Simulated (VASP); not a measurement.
A run of VASP 6.6.1 is set up as follows.

INCAR

```
SYSTEM = Re
  PREC = Accurate
  ENCUT = 520
  EDIFF = 1E-8
  ISMEAR = -1
  SIGMA = 0.05
  LREAL = .False.
  LASPH = .True.
  NELM = 60
  ALGO = Normal
  ISIF = 2
  LWAVE = .False.
  LCHARG = .False.
  GGA = PE
  LEFG = .True.
  NBANDS = 14
```

File KPOINTS:

```
regular mesh
0
Gamma
  14 14 8
  0 0 0
```

File POSCAR:

```
Re
1.0
    2.6539513089      0.0000000000      0.0000000000
   -1.3269756545      2.2983892539      0.0000000000
    0.0000000000      0.0000000000      4.2436285669
Re
2
Direct
    0.3333333333      0.6666666667      0.2500000000
    0.6666666667      0.3333333333      0.7500000000
```

Potentials or basis: VASP PAW PBE potentials, release 64 (Re).

Launch:

```sh
$ cat potpaw_PBE.64/Re/POTCAR > POTCAR
$ mpirun -np 1 vasp_std > vasp.out
```

Task: Estimate the pressure.

Result: 73.2 GPa.

Task: Predict the band gap on the k mesh.

Result: Zero (bands 7 and 8 overlap by 3.96 eV).

Stress tensor (GPa, compression positive):
```
70.74  0.00  0.00
 0.00 70.74  0.00
 0.00  0.00 78.23
```

Caveat: the cell stands under pressure; without QUAD_EFG the Cq values of the log hold for a quadrupole moment of 1 mb, not for the nuclei; spin-orbit coupling is left out, which moves the levels of the heavy elements.
